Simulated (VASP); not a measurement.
Set up this calculation in VASP 6.6.1, as the native input.

```yaml
Task: single point
Functional: PBEsol
Potentials_or_basis: VASP PAW PBE potentials, release 64 (Au)
Cutoff: 520 eV
k_mesh: 8 × 8 × 8
Occupations: gaussian, width 0.1 eV
Spin: no spin polarisation
Dipole_correction: no
Further_INCAR_settings: ALGO = Normal; EDIFF = 1e-06; NBANDS = 12
```

The structure of Au lies in POSCAR:

```
Au
1.0
    0.0000000000      2.0439732275      2.0439732275
    2.0439732275      0.0000000000      2.0439732275
    2.0439732275      2.0439732275      0.0000000000
Au
1
Direct
    0.0000000000      0.0000000000      0.0000000000
```

One way to write it, as run:

INCAR

```
PREC = Accurate
ENCUT = 520
EDIFF = 1E-6
ISMEAR = 0
SIGMA = 0.1
LREAL = False
LASPH = True
NELM = 100
ALGO = Normal
ISIF = 2
LWAVE = False
LCHARG = True
GGA = PS
LELF = True
LVHAR = True
NBANDS = 12
```

KPOINTS

```
regular mesh
0
Gamma
  8 8 8
```

Potentials or basis: VASP PAW PBE potentials, release 64 (Au).

Run with:

```sh
$ cat potpaw_PBE.64/Au/POTCAR > POTCAR
$ mpirun -np 1 vasp_std > vasp.out
```

Results of the run:

```
Pressure : 0.0 GPa
```

Caveat: the PAW data sets were made with another functional, which shifts forces and pressure a little.

It took 4 s on 1 thread of Intel(R) Xeon(R) Platinum 8488C (Sapphire Rapids), on a shared host, peak memory 0.14 GiB.
